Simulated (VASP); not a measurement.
Wanted: the native input for a VASP 6.6.1 run.

```
Task                   : single point
Functional             : PBE
Potentials or basis    : VASP PAW PBE potentials, release 64 (Co, O)
Cutoff                 : 520 eV
k mesh                 : 10 × 10 × 10
Occupations            : fermi-dirac, width 0.05 eV
Spin                   : collinear spin, ferromagnetic start
Starting moments       : [2.0, 0.0] μB
Dipole correction      : no
Further INCAR settings : ALGO = Normal; EDIFF = 1e-06; NBANDS = 18
```

The structure of CoO lies in POSCAR:

```
CoO
1.0
    1.6336438949      0.9431847425      2.6168066281
   -1.6336438949      0.9431847425      2.6168066281
    0.0000000000     -1.8863694850      2.6168066281
Co O
1 1
Direct
    0.9989783200      0.9989783200      0.9989783200
    0.7510210300      0.7510210300      0.7510210300
```

One way to write it, as run:

INCAR

```
SYSTEM = CoO
PREC = Accurate
ENCUT = 520
EDIFF = 1E-6
ISMEAR = -1
SIGMA = 0.05
LREAL = .False.
LASPH = .True.
NELM = 150
ALGO = Normal
ISIF = 2
LWAVE = .False.
LCHARG = .False.
ISPIN = 2
MAGMOM = 2 0
LORBIT = 11
LMAXMIX = 4
GGA = PE
NBANDS = 18
```

KPOINTS

```
Automatic mesh
0
Gamma
  10 10 10
  0 0 0
```

Potentials or basis: VASP PAW PBE potentials, release 64 (Co, O).

Run with:

```bash
$ cat potpaw_PBE.64/Co/POTCAR potpaw_PBE.64/O/POTCAR > POTCAR
$ mpirun -np 1 vasp_std > vasp.out
```

Results of the run:

```
Pressure                                              : -6.6 GPa
Largest force                                         : 0.203 eV/Å
Net moment                                            : 2.89 μB per cell
Site moments                                          : Co +2.48; O +0.32 μB
Valence electrons inside the program's atomic spheres : Co 7.89; O 4.97
```

Caveat: the cell stands under tension; a cell with one magnetic atom can't hold antiferromagnetic order, which such compounds often take.

Wall time 94 s on 1 thread of AMD EPYC 7R43 64-Core Processor (Zen 3), with other jobs on the host, peak memory 0.17 GiB.
